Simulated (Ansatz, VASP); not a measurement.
Rh: VASP beside Ansatz

The input INCAR:

```
PREC = Accurate ; ENCUT = 520
EDIFF = 1E-6 ; ISMEAR = -1
SIGMA = 0.05 ; LREAL = F
LASPH = T ; NELM = 100
ALGO = Normal ; ISIF = 2
LWAVE = F ; LCHARG = T
GGA = CA ; LELF = T
LVHAR = T ; NBANDS = 14
```

KPOINTS

```
regular mesh
0
Gamma
  5 5 5
```

File POSCAR:

```
Rh
1.0
    0.0000000000      1.9029860865      1.9029860865
    1.9029860865      0.0000000000      1.9029860865
    1.9029860865      1.9029860865      0.0000000000
Rh
1
Direct
    0.0000000000      0.0000000000      0.0000000000
```

Input for Ansatz:

```yaml
crystal:
  lattice:
    - [0.0, 1.9029860865, 1.9029860865]
    - [1.9029860865, 0.0, 1.9029860865]
    - [1.9029860865, 1.9029860865, 0.0]
  atoms:
    - { symbol: Rh, position: [0.0, 0.0, 0.0] }
kpoints:
  mp_grid: { grid: [5, 5, 5] }
scf:
  occupations: { method: fermi_dirac, width: 0.05 }
hamiltonian:
  xc: lda
  pseudopotentials: { kind: all_electron, lapw: { basis_error: 0.0005 } }
output:
  forces: true
  stress: true
  eigenvalues: true
```

Alike in both runs: task single point; functional LDA; k mesh 5 × 5 × 5; occupations fermi-dirac, width 0.05 eV; no spin polarisation.

```csv
,VASP,Ansatz
version,VASP 6.6.1,Ansatz 0.2.0
potentials or method,"VASP PAW LDA potentials, release 64 (Rh_pv), cutoff 520 eV","all-electron LAPW, scalar-relativistic"
```

|  | VASP | Ansatz | Ansatz less VASP |
| --- | --- | --- | --- |
| pressure (GPa) | -8.2 | -9.0 | -0.76 |

LDA's correlation is that of Perdew and Zunger in VASP and of Perdew and Wang (1992) in Ansatz. Ansatz ran all-electron here, and VASP with PAW potentials.

The k mesh is coarse, so the values compare programs but aren't converged.
